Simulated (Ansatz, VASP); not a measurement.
Be: VASP beside Ansatz

```
Be
1.0
     3.74681    0.05620    0.05620
     0.05620    3.74681    0.05620
     0.03422    0.03422    2.28128
Be
4
Direct
  0.29741 0.29741 0.00000
  0.70259 0.70259 0.00000
  0.20259 0.79741 0.50000
  0.79741 0.20259 0.50000
```

Change from the starting cell: equal xy, yz and zx shear strains of +3 %.

Alike in both runs: task single point; functional PBEsol; k mesh 9 × 9 × 14; occupations fermi-dirac, width 0.05 eV; no spin polarisation.

```csv
,VASP,Ansatz
version,VASP 6.6.1,Ansatz 0.2.0
potentials or method,"VASP PAW PBE potentials, release 64 (Be), cutoff 520 eV","all-electron LAPW, scalar-relativistic"
```

VASP gave:

```
pressure (GPa)                                                : -0.5
traceless stress, the component that is largest in VASP (GPa) : -5.20
rms of the force components (eV/Å)                            : 0.033
```

Problem. What did Ansatz give for the same quantities?

Solution. Pressure (GPa): -0.9; traceless stress, the component that is largest in VASP (GPa): -5.19; rms of the force components (eV/Å): 0.033.

VASP's potentials were made for PBE, not for PBEsol. Atom by atom the forces differ by 0.002 eV/Å (rms over components). Ansatz ran all-electron here, and VASP with PAW potentials.
